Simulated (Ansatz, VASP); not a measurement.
Ca4Br in VASP and in Ansatz

```xyz
5
Lattice="2.7552 1.5907 4.7797 -2.7552 1.5907 4.7797 0.0000 -3.1815 4.7797" Properties=species:S:1:pos:R:3 pbc="T T T"
Ca    0.0000    1.5907    4.7797
Ca   -1.3776   -0.7954    4.7797
Ca    1.3776   -0.7954    4.7797
Ca    0.0000    0.0000    0.0000
Br    0.0000    0.0000    7.1696
```

Alike in both runs: task single point; functional PBE; k mesh 6 × 6 × 6; occupations gaussian, width 0.1 eV; no spin polarisation.

|  | VASP | Ansatz |
| --- | --- | --- |
| version | VASP 6.6.1 | Ansatz 0.2.0 |
| potentials or method | VASP PAW PBE potentials, release 64 (Ca_sv, Br), cutoff 520 eV | scalar-relativistic, plane waves, PAW |
| valence electrons in the cell | 47 | 47 |

```tsv
	VASP	Ansatz	Ansatz less VASP
gap on the k mesh at the Fermi level (eV)	none	none	-
pressure (GPa)	21.9	21.6	-0.25
traceless stress, the component that is largest in VASP (GPa)	-22.66	-22.55	+0.111
```

A gap of «none» marks a metal or a gap that the smearing closes.
